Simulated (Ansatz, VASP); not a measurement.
## Two plane-wave programs on WC

```
W C
1.0
     2.84708    0.00000    0.00000
     0.00000    2.92177    0.00000
     0.00000    0.00000   26.80820
W C
5 5
Direct
  0.00000 0.50000 0.28241
  0.00000 0.00000 0.37521
  0.00000 0.50000 0.46927
  0.00000 0.00000 0.56338
  0.00000 0.50000 0.66022
  0.50000 0.50000 0.34195
  0.50000 0.00000 0.43763
  0.50000 0.50000 0.53174
  0.50000 0.00000 0.62586
  0.50000 0.50000 0.71232
```

Alike in both runs: functional PBE; k mesh 12 × 12 × 1; occupations gaussian, width 0.1 eV; no spin polarisation.

Ansatz relaxed the structure, and its values are those at the end. VASP's run is a single point on that final structure, the one shown.

|  | VASP | Ansatz |
| --- | --- | --- |
| version | VASP 6.6.1 | Ansatz 0.2.0 |
| potentials or method | VASP PAW PBE potentials, release 64 (W_sv, C), cutoff 520 eV | scalar-relativistic, plane waves, PAW |
| valence electrons in the cell | 90 | 90 |

```tsv
	VASP	Ansatz	Ansatz less VASP
gap on the k mesh at the Fermi level (eV)	none	none	-
rms of the force components (eV/Å)	0.020	0.004	-0.0157
```

A gap of «none» marks a metal or a gap that the smearing closes. Ansatz's warnings: xc potential rough in thin density.

Spin-orbit coupling is off throughout.
